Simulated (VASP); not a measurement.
Cu, 1 atom in the cell. Symmetry: Fm-3m, No. 225, cubic system. Conventional cell: a = 3.617 Å, b = 3.617 Å, c = 3.617 Å, α = 90.00°, β = 90.00°, γ = 90.00°. Within 3.4 Å of Cu (site symmetry m-3m) lie 12 Cu at 2.56 Å. 

| Property | Result |
| --- | --- |
| Program | VASP 6.6.1 |
| Task | single point |
| Functional | PBE |
| Potentials or basis | VASP PAW PBE potentials, release 64 (Cu) |
| Cutoff | 520 eV |
| k mesh | 12 × 12 × 12 |
| Occupations | fermi-dirac, width 0.06 eV |
| Spin | no spin polarisation |
| Dipole correction | no |
| Further INCAR settings | ALGO = Normal; EDIFF = 1e-07; NBANDS = 12 |

Potentials or basis: VASP PAW PBE potentials, release 64 (Cu).

Launch:

```console
$ cat potpaw_PBE.64/Cu/POTCAR > POTCAR
$ mpirun -np 1 vasp_std > vasp.out
```

Hardware: 1 thread of Intel(R) Xeon(R) 6975P-C (Granite Rapids), with other jobs on the host.

Task: Estimate the wall time of this run.

Result: Run time: 5.8 s on 1 thread of Intel(R) Xeon(R) 6975P-C (Granite Rapids), with other jobs on the host, peak memory 0.13 GiB. Counts: scf iterations 13, k points 72.
